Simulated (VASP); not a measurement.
Here is a VASP 6.6.1 calculation.

Contents of INCAR:

```
SYSTEM = Ge2Sb2Te
PREC = Accurate
ENCUT = 520
EDIFF = 1E-6
ISMEAR = 0
SIGMA = 0.1
LREAL = .False.
LASPH = .True.
NELM = 60
ALGO = Normal
ISIF = 2
LWAVE = .False.
LCHARG = .False.
GGA = PE
NBANDS = 30
```

KPOINTS

```
regular mesh
0
Gamma
  6 6 2
  0 0 0
```

POSCAR

```
Ge2Sb2Te
1.0
    5.1698294509     -0.0000000033      0.0000000000
   -2.5849147226      4.4772036393      0.0000000000
    0.0000000000      0.0000000000      6.1143643812
Ge Sb Te
2 2 1
Direct
    0.3333333333      0.6666666667      0.5000000000
    0.6666666667      0.3333333333      0.5000000000
    0.3333333333      0.6666666667      0.0000000000
    0.6666666667      0.3333333333      0.0000000000
    0.0000000000      0.0000000000      0.5000000000
```

Potentials or basis: VASP PAW PBE potentials, release 64 (Ge_d, Sb, Te).

The run is started by

```bash
$ cat potpaw_PBE.64/Ge_d/POTCAR potpaw_PBE.64/Sb/POTCAR potpaw_PBE.64/Te/POTCAR > POTCAR
$ mpirun -np 1 vasp_std > vasp.out
```

Q: What does it give for the band gap on the k mesh?

A: Zero (bands 22 and 23 overlap by 1.82 eV).

Q: Predict the pressure.

A: 0.0 GPa.

Caveat: the k points lie up to 0.51 Å⁻¹ apart, too coarse for converged energies and pressures of a metal; spin-orbit coupling is left out, which moves the levels of the heavy elements.
